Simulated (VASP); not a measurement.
# Mo (Im-3m) in VASP: a series of runs, part 2 of 2

VASP 6.6.1. Earlier steps stand in the parts before.

## (4) Single point, r2SCAN

This run uses another cell than the first one, of 16.41 Å³/atom, 1.053 times its volume.

Contents of POSCAR:

```
Mo
1.0
   -1.6009037753      1.6009037753      1.6009037753
    1.6009037753     -1.6009037753      1.6009037753
    1.6009037753      1.6009037753     -1.6009037753
Mo
1
Direct
    0.0000000000      0.0000000000      0.0000000000
```

Contents of INCAR.step1:

```
SYSTEM = Mo
ALGO = Normal
EDIFF = 1E-4
ENCUT = 520
GGA = PE
ISMEAR = -1
LASPH = .True.
LCHARG = .False.
LREAL = .False.
LWAVE = .True.
NBANDS = 13
NELM = 60
PREC = Accurate
SIGMA = 0.05
```

Contents of INCAR.step2:

```
SYSTEM = Mo
ALGO = Normal
EDIFF = 1E-6
ENCUT = 520
ISIF = 2
ISMEAR = -1
ISTART = 1
LASPH = .True.
LCHARG = .False.
LMIXTAU = .True.
LREAL = .False.
LWAVE = .False.
METAGGA = R2SCAN
NBANDS = 13
NELM = 60
PREC = Accurate
SIGMA = 0.05
```

Contents of KPOINTS:

```
k-points
0
Gamma
  13 13 13
  0 0 0
```

Potentials or basis: VASP PAW PBE potentials, release 64 (Mo_sv).

Run with:

```console
$ cat potpaw_PBE.64/Mo_sv/POTCAR > POTCAR
$ cp INCAR.step1 INCAR
$ mpirun -np 1 vasp_std > vasp.out
$ cp INCAR.step2 INCAR
$ mpirun -np 1 vasp_std > vasp.out
```

OUTCAR:

```text
SYSTEM = Mo
   EDIFF = 1E-6
   ENCUT = 520
   ISIF = 2
   ISMEAR = -1
   ISTART = 1
   LASPH = .True.
   LREAL = .False.
   METAGGA = R2SCAN
   NELM = 60
   PREC = Accurate

 ion  position               nearest neighbor table
   1  0.000  0.000  0.000-

  LATTYP: Found a body centered cubic cell.
 ALAT       =     3.2018075506

  Lattice vectors:

 A1 = (  -1.6009037753,   1.6009037753,   1.6009037753)
 A2 = (   1.6009037753,  -1.6009037753,   1.6009037753)
 A3 = (   1.6009037753,   1.6009037753,  -1.6009037753)

Analysis of symmetry for initial positions (statically):
=====================================================================
 Subroutine PRICEL returns:
 Original cell was already a primitive cell.

 Routine SETGRP: Setting up the symmetry group for a
 body centered cubic supercell.

 Subroutine GETGRP returns: Found 48 space group operations
 (whereof 48 operations were pure point group operations)
 out of a pool of 48 trial point group operations.

The static configuration has the point symmetry O_h .

Analysis of symmetry for dynamics (positions and initial velocities):
=====================================================================
 Subroutine PRICEL returns:
 Original cell was already a primitive cell.

 Routine SETGRP: Setting up the symmetry group for a
 body centered cubic supercell.

 Subroutine GETGRP returns: Found 48 space group operations
 (whereof 48 operations were pure point group operations)
 out of a pool of 48 trial point group operations.

The dynamic configuration has the point symmetry O_h .

 Subroutine INISYM returns: Found 48 space group operations
 (whereof 48 operations are pure point group operations),
 and found     1 'primitive' translations

----------------------------------------------------------------------------------------

                                     Primitive cell

  volume of cell :      16.4118

  direct lattice vectors                    reciprocal lattice vectors
    -1.600903775  1.600903775  1.600903775     0.000000000  0.312323581  0.312323581
     1.600903775 -1.600903775  1.600903775     0.312323581  0.000000000  0.312323581
     1.600903775  1.600903775 -1.600903775     0.312323581  0.312323581  0.000000000

  length of vectors
     2.772846677  2.772846677  2.772846677     0.441692244  0.441692244  0.441692244

  position of ions in fractional coordinates (direct lattice)
     0.000000000  0.000000000  0.000000000

  ion indices of the primitive-cell ions
   primitive index   ion index
                 1           1

----------------------------------------------------------------------------------------

 KPOINTS: k-points

Automatic generation of k-mesh.
 Grid dimensions read from file:
 generate k-points for:   13   13   13

 Generating k-lattice:

  Cartesian coordinates                     Fractional coordinates (reciprocal lattice)
     0.000000000  0.024024891  0.024024891     0.076923077  0.000000000  0.000000000
     0.024024891  0.000000000  0.024024891     0.000000000  0.076923077  0.000000000
     0.024024891  0.024024891  0.000000000     0.000000000  0.000000000  0.076923077

  Length of vectors
     0.033976326  0.033976326  0.033976326

  Shift w.r.t. Gamma in fractional coordinates (k-lattice)
     0.000000000  0.000000000  0.000000000

 Subroutine IBZKPT returns following result:
 ===========================================

 Found     84 irreducible k-points:

 Following reciprocal coordinates:
            Coordinates               Weight
  0.000000  0.000000  0.000000      1.000000
  0.076923  0.000000  0.000000     12.000000
  0.153846  0.000000  0.000000     12.000000
  0.230769  0.000000  0.000000     12.000000
  0.307692  0.000000  0.000000     12.000000
  0.384615  0.000000  0.000000     12.000000
[... 16 lines left out ...]
  0.153846  0.076923  0.076923     24.000000
  0.230769  0.076923  0.076923     24.000000
 [... further k-points ...]
   k-points           NKPTS =     84   k-points in BZ     NKDIM =     84   number of bands    NBANDS=     13
   number of dos      NEDOS =    301   number of ions     NIONS =      1
   total plane-waves  NPLWV =  13824
   dimension x,y,z NGX =    24 NGY =   24 NGZ =   24
   dimension x,y,z NGXF=    48 NGYF=   48 NGZF=   48
   ions per type =               1
   NGX,Y,Z   is equivalent  to a cutoff of  14.39, 14.39, 14.39 a.u.
   NGXF,Y,Z  is equivalent  to a cutoff of  28.78, 28.78, 28.78 a.u.
 SYSTEM =  Mo
   PREC   = accura    normal or accurate (medium, high low for compatibility)
   ISTART =      1    job   : 0-new  1-cont  2-samecut
   ICHARG =      0    charge: 1-file 2-atom 10-const
   ISPIN  =      1    spin polarized calculation?
   LNONCOLLINEAR =      F non collinear calculations
   LSORBIT =      F    spin-orbit coupling
   LASPH  =      T    aspherical Exc in radial PAW
   ENCUT  =  520.0 eV  38.22 Ry    6.18 a.u.   5.16  5.16  5.16*2*pi/ulx,y,z
   NELM   =     60;   NELMIN=  2; NELMDL=  0     # of ELM steps
   EDIFF  = 0.1E-05   stopping-criterion for ELM
   LREAL  =      F    real-space projection
   EDIFFG = 0.1E-04   stopping-criterion for IOM
   NSW    =      0    number of steps for IOM
   IBRION =     -1    ionic relax: 0-MD 1-quasi-New 2-CG
   NFREE  =      0    steps in history (QN), initial steepest desc. (CG)
   ISIF   =      2    stress and relaxation
   ISYM   =      2    0-nonsym 1-usesym 2-fastsym
   POTIM  = 0.5000    time-step for ionic-motion
   TEBEG  =    0.0;   TEEND  =   0.0 temperature during run
   PSTRESS=    0.0 pullay stress
   NELECT =      14.0000    total number of electrons
   NUPDOWN=      -1.0000    fix difference up-down
   EMIN   =  10.00;   EMAX   =-10.00  energy-range for DOS
   EFERMI =   0.00;   METHOD = LEGACY
   ISMEAR =    -1;   SIGMA  =   0.05  broadening in eV -4-tet -1-fermi 0-gaus
   EFERMI_NEDOS =   21; number of points for ismear=-14 and -15
   IALGO  =     38    algorithm
   IMIX   =      4    mixing-type and parameters
     AMIX     =   0.40;   BMIX     =  1.00
     AMIX_MAG =   1.60;   BMIX_MAG =  1.00
  volume/ion in A,a.u.               =      16.41       110.75
  Fermi-wavevector in a.u.,A,eV,Ry     =   1.552622  2.934029 32.798663  2.410634
  Thomas-Fermi vector in A             =   2.656970
   LORBIT       =      0    0 simple, 1 ext, 2 COOP (PROOUT), +10 PAW based schemes
   METAGGA = R2SCAN    functional components
   LHFCALC =     F    Hartree Fock is set to
   AEXX    =    0.0000 exact exchange contribution
   IVDW    =     0    specifies the selected vdW correction
   LEPSILON=     F    determine dielectric tensor
   LRPA    =     F    only Hartree local field effects (RPA)
 non-spin polarized calculation
  energy-cutoff  :      520.00
  volume of cell :       16.41
 maximum number of plane-waves:       456
 NGX is ok and might be reduce to    24
   NGX = 11   NGY = 11   NGZ = 11

 number of electron      13.9999999 magnetization

 Free energy of the ion-electron system (eV)
  ---------------------------------------------------
  ext. energy  EPLUGINS =         0.00000000
  ---------------------------------------------------
  free energy    TOTEN  =       -26.05674358 eV

  energy without entropy =      -26.04955180  energy(sigma->0) =      -26.05314769

 E-fermi :  11.8936     XC(G=0): -14.3340

 val. band max:       11.8911752456   @ k =  -0.3077   0.3077   0.1538
 cond. band min:      11.9187084382   @ k =  -0.1538   0.2308   0.0769
 fundamental gap:      0.0275331926
 Fermi energy:        11.8936062998

 k-point     1 :       0.0000    0.0000    0.0000
  band No.  band energies     occupation
      1     -51.4681      2.00000
      2     -24.0486      2.00000
      3     -24.0486      2.00000
      4     -24.0486      2.00000
      5       4.2761      2.00000
      6      10.4354      2.00000
      7      10.4354      2.00000
      8      10.4354      2.00000
      9      13.5906      0.00000
     10      13.5906      0.00000
     11      27.1982      0.00000
     12      27.1982      0.00000
     13      27.1982      0.00000
[... 353 lines left out ...]
 k-point    24 :       0.2308    0.0769    0.0769
  band No.  band energies     occupation
      1     -51.2945      2.00000
      2     -24.9696      2.00000
      3     -24.3295      2.00000
      4     -24.1200      2.00000
      5       7.1691      2.00000
      6       8.8719      2.00000
      7       9.7943      2.00000
      8      13.3327      0.00000
      9      13.8748      0.00000
     10      15.0045      0.00000
     11      26.5256      0.00000
     12      26.6870      0.00000
     13      30.7596      0.00000

 [... further k-points ...]
[... 5 lines left out ...]
  --------------------------------------------------------------------------------------
  -------------------------------------------------------------------------------------
  Total       -1.0983206     -1.0983206     -1.0983206     -0.0000000     -0.0000000     -0.0000000
  in kB     -107.2220328   -107.2220328   -107.2220328     -0.0000000     -0.0000000     -0.0000000
  external PRESSURE =    -107.2220328 kB  Pullay stress =       0.0000000 kB

 VOLUME and BASIS-vectors are now :
 -----------------------------------------------------------------------------
  energy-cutoff  :      520.00
  volume of cell :       16.41
      direct lattice vectors                 reciprocal lattice vectors
    -1.600903775  1.600903775  1.600903775     0.000000000  0.312323581  0.312323581
     1.600903775 -1.600903775  1.600903775     0.312323581  0.000000000  0.312323581
     1.600903775  1.600903775 -1.600903775     0.312323581  0.312323581  0.000000000

 POSITION                                       TOTAL-FORCE (eV/Angst)
 -----------------------------------------------------------------------------------
      0.00000      0.00000      0.00000        -0.000000      0.000000     -0.000000
 -----------------------------------------------------------------------------------
    total drift:                               -0.000000      0.000000      0.000000

  FREE ENERGIE OF THE ION-ELECTRON SYSTEM (eV)
  ---------------------------------------------------
  free  energy   TOTEN  =       -26.0567435820 eV

  energy  without entropy=      -26.0495517961  energy(sigma->0) =      -26.05314769
```

It took 21 s on 1 thread of Intel Xeon 6975P-C (Granite Rapids), shared host; peak memory 0.15 GiB.

What came out:

```
Free energy            : -26.0567 eV
Pressure               : -10.7 GPa
Band gap on the k mesh : zero (band 7 reaches 15.26 eV, above the bottom of band 8 at 10.44 eV)
```

Levels at points of the mesh, in eV from the Fermi level:
```
           k point  band 5  band 6  band 7  band 8  band 9  band 10
(0.00, 0.00, 0.00)   -7.62   -1.46   -1.46   -1.46    1.70     1.70
```

Caveat: the PAW data sets were made with another functional, which shifts forces and pressure a little.

## (5) Single point, r2SCAN

This run uses another cell than the first one, of 16.83 Å³/atom, 1.080 times its volume.

Contents of POSCAR:

```
Mo
1.0
   -1.6143010825      1.6143010825      1.6143010825
    1.6143010825     -1.6143010825      1.6143010825
    1.6143010825      1.6143010825     -1.6143010825
Mo
1
Direct
    0.0000000000      0.0000000000      0.0000000000
```

Contents of INCAR.step1:

```
PREC     = Accurate       # precision mode
ENCUT    = 520            # plane-wave cutoff, eV
ISMEAR   = -1             # smearing method
SIGMA    = 0.05           # smearing width, eV
LREAL    = F              # projectors in reciprocal space
LASPH    = T              # aspherical terms in the spheres
NELM     = 100            # most SCF steps
NBANDS   = 13             # bands
GGA      = PE             # functional
ALGO     = Normal         # electronic algorithm
EDIFF    = 1E-4           # SCF threshold, eV
LWAVE    = T              # write WAVECAR
LCHARG   = F              # write CHGCAR
```

Contents of INCAR.step2:

```
PREC     = Accurate       # precision mode
ENCUT    = 520            # plane-wave cutoff, eV
EDIFF    = 1E-6           # SCF threshold, eV
ISMEAR   = -1             # smearing method
SIGMA    = 0.05           # smearing width, eV
LREAL    = F              # projectors in reciprocal space
LASPH    = T              # aspherical terms in the spheres
NELM     = 100            # most SCF steps
ALGO     = Normal         # electronic algorithm
ISIF     = 2              # what is computed and relaxed
LWAVE    = F              # write WAVECAR
LCHARG   = F              # write CHGCAR
METAGGA  = R2SCAN         # meta-GGA
LMIXTAU  = T            
NBANDS   = 13             # bands
ISTART   = 1
```

Contents of KPOINTS:

```
Automatic mesh
0
Gamma
  13 13 13
```

Run with:

```console
$ cat potpaw_PBE.64/Mo_sv/POTCAR > POTCAR
$ cp INCAR.step1 INCAR
$ mpirun -np 1 vasp_std > vasp.out
$ cp INCAR.step2 INCAR
$ mpirun -np 1 vasp_std > vasp.out
```

Wall time 23 s (1 thread of Intel Xeon 6975P-C (Granite Rapids), shared host); peak memory 0.15 GiB.

It converged, with:

```yaml
Free_energy: -26.0220 eV
Pressure: -16.0 GPa
Band_gap_on_the_k_mesh: zero (band 7 reaches 14.75 eV, above the bottom of band 8 at 10.09 eV)
```

Levels at points of the mesh, in eV from the Fermi level:
```tsv
k point	band 5	band 6	band 7	band 8	band 9	band 10
(0.00, 0.00, 0.00)	-7.51	-1.40	-1.40	-1.40	1.67	1.67
```

Caveat: the PAW data sets were made with another functional, which shifts forces and pressure a little.

## (6) The runs side by side

```csv
cell,gap on the mesh (eV),pressure (GPa)
"a = 2.725 Å, angles 109.5°, 1 atom",none,2.0
"a = 2.749 Å, angles 109.5°, 1 atom",none,-4.7
"a = 2.773 Å, angles 109.5°, 1 atom",none,-10.7
"a = 2.796 Å, angles 109.5°, 1 atom",none,-16.0
```

Alike in all rows: task single point; level r2SCAN; potentials or basis VASP PAW PBE potentials, release 64 (Mo_sv); no spin polarisation; k mesh 13 × 13 × 13; cutoff (eV) 520; smearing fermi-dirac 0.05 eV.

Caveats: the PAW data sets were made with another functional, which shifts forces and pressure a little.

Absolute energies hang on the potentials; compare differences alone.
